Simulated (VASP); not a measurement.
# W2Br2F (I4/mmm) in VASP: single point with PBE

Aim: the single point of W2Br2F with PBE.

All numbers are computed with VASP 6.6.1; they aren't measurements. Logs are shortened: lines on timing, memory, paths and dates and some standing lists are left out, and cuts for length are marked.

### 1 The cell of the first run

The structure is tetragonal, space group I4/mmm (No. 139). The conventional cell has a = 4.422 Å, b = 4.422 Å, c = 12.820 Å, α = 90.00°, β = 90.00°, γ = 90.00°. Within 3.6 Å of W (site symmetry 4mm) lie 4 Br at 2.73 Å and 1 W at 3.20 Å and 4 F at 3.51 Å. Within 3.6 Å of Br (site symmetry -4m2) lie 4 W at 2.73 Å and 4 Br at 3.13 Å. F (site symmetry 4/mmm) has 8 W at 3.51 Å and 8 Br at 3.89 Å and 4 F at 4.42 Å within 4.6 Å.

The cell was generated, and may not be a known phase.

### 2 Single point, PBE, collinear spin

Contents of INCAR:

```
SYSTEM = W2Br2F
PREC = Accurate ; ENCUT = 520
EDIFF = 1E-7 ; ISMEAR = 0
SIGMA = 0.1 ; LREAL = .False.
LASPH = .True. ; NELM = 150
ALGO = Normal ; ISIF = 2
LWAVE = .False. ; LCHARG = .False.
ISPIN = 2 ; MAGMOM = 2.45 2.45 0.03 0.03 0.19
LORBIT = 11 ; LMAXMIX = 4
GGA = PE ; NBANDS = 36
```

Contents of KPOINTS:

```
Automatic mesh
0
Gamma
  6 6 6
  0 0 0
```

Contents of POSCAR:

```
W2Br2F
1.0
   -2.2112026400      2.2112026400      6.4099588200
    2.2112026400     -2.2112026400      6.4099588200
    2.2112026400      2.2112026400     -6.4099588200
W Br F
2 2 1
Direct
    0.3750000000      0.3750000000      0.0000000000
    0.6250000000      0.6250000000      0.0000000000
    0.7500000000      0.2500000000      0.5000000000
    0.2500000000      0.7500000000      0.5000000000
    0.0000000000      0.0000000000      0.0000000000
```

Potentials or basis: VASP PAW PBE potentials, release 64 (W_sv, Br, F).

On the command line:

```console
$ cat potpaw_PBE.64/W_sv/POTCAR potpaw_PBE.64/Br/POTCAR potpaw_PBE.64/F/POTCAR > POTCAR
$ mpirun -np 1 vasp_std > vasp.out
```

OUTCAR:

```text
SYSTEM = W2Br2F
   PREC = Accurate
   ENCUT = 520
   EDIFF = 1E-7
   ISMEAR = 0
   LREAL = .False.
   LASPH = .True.
   NELM = 150
   ISIF = 2
   ISPIN = 2
   LORBIT = 11
   GGA = PE

 ion  position               nearest neighbor table
   1  0.375  0.375  0.000-   3 2.73   4 2.73   4 2.73   3 2.73   2 3.20
   2  0.625  0.625  0.000-   4 2.73   3 2.73   3 2.73   4 2.73   1 3.20
   3  0.750  0.250  0.500-   1 2.73   2 2.73   1 2.73   2 2.73
   4  0.250  0.750  0.500-   1 2.73   2 2.73   1 2.73   2 2.73
   5  0.000  0.000  0.000-

  LATTYP: Found a body centered tetragonal cell.
 ALAT       =     4.4224052800
 C/A-ratio  =     2.8988563527

  Lattice vectors:

 A1 = (  -2.2112026400,   2.2112026400,   6.4099588200)
 A2 = (   2.2112026400,  -2.2112026400,   6.4099588200)
 A3 = (   2.2112026400,   2.2112026400,  -6.4099588200)

Analysis of symmetry for initial positions (statically):
=====================================================================
 Subroutine PRICEL returns:
 Original cell was already a primitive cell.

 Routine SETGRP: Setting up the symmetry group for a
 body centered tetragonal supercell.

 Subroutine GETGRP returns: Found 16 space group operations
 (whereof 16 operations were pure point group operations)
 out of a pool of 16 trial point group operations.

The static configuration has the point symmetry D_4h.

Analysis of symmetry for dynamics (positions and initial velocities):
=====================================================================
 Subroutine PRICEL returns:
 Original cell was already a primitive cell.

 Routine SETGRP: Setting up the symmetry group for a
 body centered tetragonal supercell.

 Subroutine GETGRP returns: Found 16 space group operations
 (whereof 16 operations were pure point group operations)
 out of a pool of 16 trial point group operations.

The dynamic configuration has the point symmetry D_4h.

Analysis of structural, dynamic, and magnetic symmetry:
=====================================================================
 Subroutine PRICEL returns:
 Original cell was already a primitive cell.

 Routine SETGRP: Setting up the symmetry group for a
 body centered tetragonal supercell.

 Subroutine GETGRP returns: Found 16 space group operations
 (whereof 16 operations were pure point group operations)
 out of a pool of 16 trial point group operations.

The overall configuration has the point symmetry D_4h.

 Subroutine INISYM returns: Found 16 space group operations
 (whereof 16 operations are pure point group operations),
 and found     1 'primitive' translations

[... 125 lines left out ...]
   GGA     = PE    functional components
   LHFCALC =     F    Hartree Fock is set to
   AEXX    =    0.0000 exact exchange contribution
   IVDW    =     0    specifies the selected vdW correction
   LEPSILON=     F    determine dielectric tensor
   LRPA    =     F    only Hartree local field effects (RPA)
 spin polarized calculation
 Gauss-broadening in eV      SIGMA  =   0.10
  energy-cutoff  :      520.00
  volume of cell :      125.36
 maximum number of plane-waves:      3388
 NGX is ok and might be reduce to    54
   NGX = 27   NGY = 27   NGZ = 27

 number of electron      48.9999999 magnetization       6.7760938

 Free energy of the ion-electron system (eV)
  ---------------------------------------------------
  ext. energy  EPLUGINS =         0.00000000
  ---------------------------------------------------
  free energy    TOTEN  =       -23.25843171 eV

  energy without entropy =      -23.23409537  energy(sigma->0) =      -23.24626354

 E-fermi :   3.8307     XC(G=0):  -9.2994

 val. band max:        3.8271182798   @ k =   0.3333   0.1667   0.1667
 cond. band min:       3.8334711654   @ k =  -0.3333   0.5000   0.3333
 fundamental gap:      0.0063528856
 Fermi energy:         3.8307205009

 spin component 1

 k-point     1 :       0.0000    0.0000    0.0000
  band No.  band energies     occupation
      1     -71.3354      1.00000
      2     -71.3322      1.00000
      3     -35.8271      1.00000
      4     -35.8271      1.00000
      5     -35.8219      1.00000
      6     -35.8219      1.00000
[... 925 lines left out ...]
     35       8.7057      0.00000
     36      10.8976      0.00000

 [... further k-points ...]

 spin component 2

 k-point     1 :       0.0000    0.0000    0.0000
  band No.  band energies     occupation
      1     -70.1877      1.00000
      2     -70.1845      1.00000
      3     -34.1775      1.00000
      4     -34.1679      1.00000
      5     -34.1679      1.00000
      6     -34.1629      1.00000
[... 925 lines left out ...]
     35       9.9034      0.00000
     36      11.6086      0.00000

 [... further k-points ...]
[... 5 lines left out ...]
  --------------------------------------------------------------------------------------
  -------------------------------------------------------------------------------------
  Total        2.1554662      2.1554662     -9.7313116      0.0000000     -0.0000000      0.0000000
  in kB       27.5473276     27.5473276   -124.3682838      0.0000000     -0.0000000      0.0000000
  external PRESSURE =     -23.0912096 kB  Pullay stress =       0.0000000 kB

 VOLUME and BASIS-vectors are now :
 -----------------------------------------------------------------------------
  energy-cutoff  :      520.00
  volume of cell :      125.36
      direct lattice vectors                 reciprocal lattice vectors
    -2.211202640  2.211202640  6.409958820     0.000000000  0.226121293  0.078003621
     2.211202640 -2.211202640  6.409958820     0.226121293  0.000000000  0.078003621
     2.211202640  2.211202640 -6.409958820     0.226121293  0.226121293  0.000000000

 POSITION                                       TOTAL-FORCE (eV/Angst)
 -----------------------------------------------------------------------------------
      0.00000      0.00000      4.80747        -0.000000     -0.000000      2.344682
      0.00000      0.00000      8.01245         0.000000      0.000000     -2.344682
     -0.00000      2.21120      3.20498        -0.000000     -0.000000      0.000000
      2.21120     -0.00000      3.20498        -0.000000     -0.000000      0.000000
      0.00000      0.00000      0.00000        -0.000000     -0.000000      0.000000
 -----------------------------------------------------------------------------------
    total drift:                               -0.000000      0.000000      0.000000

  FREE ENERGIE OF THE ION-ELECTRON SYSTEM (eV)
  ---------------------------------------------------
  free  energy   TOTEN  =       -23.2584317079 eV

  energy  without entropy=      -23.2340953666  energy(sigma->0) =      -23.24626354

 total charge

# of ion       s       p       d       tot
------------------------------------------
    1        2.299   6.064   3.286  11.650
    2        2.299   6.064   3.286  11.650
    3        1.635   3.164   0.078   4.877
    4        1.635   3.164   0.078   4.877
    5        1.742   4.222   0.000   5.963
--------------------------------------------------
tot          9.610  22.679   6.728  39.017

 magnetization (x)

# of ion       s       p       d       tot
------------------------------------------
    1        0.100   0.036   2.326   2.461
    2        0.100   0.036   2.326   2.461
    3        0.023  -0.064   0.042   0.001
    4        0.023  -0.064   0.042   0.001
    5        0.005   0.129   0.000   0.134
--------------------------------------------------
tot          0.250   0.073   4.736   5.059
```

OSZICAR:

```text
N       E                     dE             d eps       ncg     rms          rms(c)
DAV:   1     0.479856984479E+03    0.47986E+03   -0.25892E+04  4720   0.129E+03
DAV:   2     0.309681779203E+01   -0.47676E+03   -0.45357E+03  5080   0.370E+02
DAV:   3    -0.260065685132E+02   -0.29103E+02   -0.28231E+02  5220   0.883E+01
[... 26 lines left out ...]
DAV:  30    -0.232584290991E+02    0.51659E-06   -0.11501E-07  3184   0.177E-03    0.797E-03
DAV:  31    -0.232584306388E+02   -0.15397E-05   -0.39150E-07  3780   0.312E-03    0.510E-03
DAV:  32    -0.232584313963E+02   -0.75751E-06   -0.29574E-07  3800   0.275E-03    0.274E-03
DAV:  33    -0.232584316924E+02   -0.29610E-06   -0.16282E-07  3124   0.206E-03    0.139E-03
DAV:  34    -0.232584317079E+02   -0.15573E-07   -0.12258E-08  2332   0.649E-04
   1 F= -.23258432E+02 E0= -.23246264E+02  d E =-.243363E-01  mag=     6.7764
```

stdout:

```text
POSCAR found type information on POSCAR W BrF
 POSCAR found :  3 types and       5 ions
 scaLAPACK will be used
 LDA part: xc-table for (Slater+PW92), standard interpolation
 POSCAR, INCAR and KPOINTS ok, starting setup
 FFT: planning ... GRIDC
 FFT: planning ... GRID_SOFT
 FFT: planning ... GRID
 WAVECAR not read
 entering main loop
```

Wall time 36 min (1 thread of AMD EPYC 7R13, shared host); peak memory 0.63 GiB.

What came out:

```yaml
Free_energy: -23.2584 eV
Pressure: -2.3 GPa
Largest_force: 2.345 eV/Å
Net_moment: 6.78 μB per cell
Site_moments: W +2.46; Br +0.00; F +0.13 μB
Valence_electrons_inside_the_program's_atomic_spheres: W 11.65; Br 4.88; F 5.96
```

Forces on the atoms (eV/Å):
```
W    0.000  0.000  2.345
W    0.000  0.000 -2.345
Br   0.000  0.000  0.000
Br   0.000  0.000  0.000
F    0.000  0.000  0.000
```

Stress tensor (GPa, compression positive):
```
  2.75   0.00   0.00
  0.00   2.75   0.00
  0.00   0.00 -12.44
```

Levels at points of the mesh, in eV from the Fermi level:
Spin up:
| k point | band 25 | band 26 | band 27 | band 28 | band 29 | band 30 | band 31 | band 32 |
| --- | --- | --- | --- | --- | --- | --- | --- | --- |
| (0.00, 0.00, 0.00) | -1.03 | -0.87 | -0.24 | -0.24 | 0.96 | 0.96 | 1.09 | 2.27 |
| (0.50, 0.00, 0.00) | -0.90 | -0.64 | -0.28 | -0.02 | 0.08 | 0.21 | 0.97 | 2.98 |
| (0.50, 0.50, 0.00) | -0.80 | -0.66 | -0.32 | -0.24 | -0.19 | 0.28 | 0.38 | 3.38 |
| (0.50, 0.50, 0.50) | -1.17 | 0.03 | 0.03 | 0.38 | 0.42 | 0.42 | 1.21 | 1.31 |
Spin down:
```tsv
k point	band 18	band 19	band 20	band 21	band 22	band 23	band 24	band 25
(0.00, 0.00, 0.00)	-2.14	-2.14	-2.14	-1.27	-0.34	0.23	0.52	0.95
(0.50, 0.00, 0.00)	-2.51	-2.22	-2.16	-0.49	0.19	0.69	0.92	0.96
(0.50, 0.50, 0.00)	-2.47	-2.44	-2.29	-0.56	0.24	0.55	0.68	0.70
(0.50, 0.50, 0.50)	-2.40	-2.17	-2.17	-1.57	0.38	0.62	0.64	1.20
```

Caveat: the stress differs along the axes, from -12 to 3 GPa; spin-orbit coupling is left out, which moves the levels of the heavy elements; forces of over 1 eV/Å act on the atoms, so gaps and moduli don't describe the material at rest.
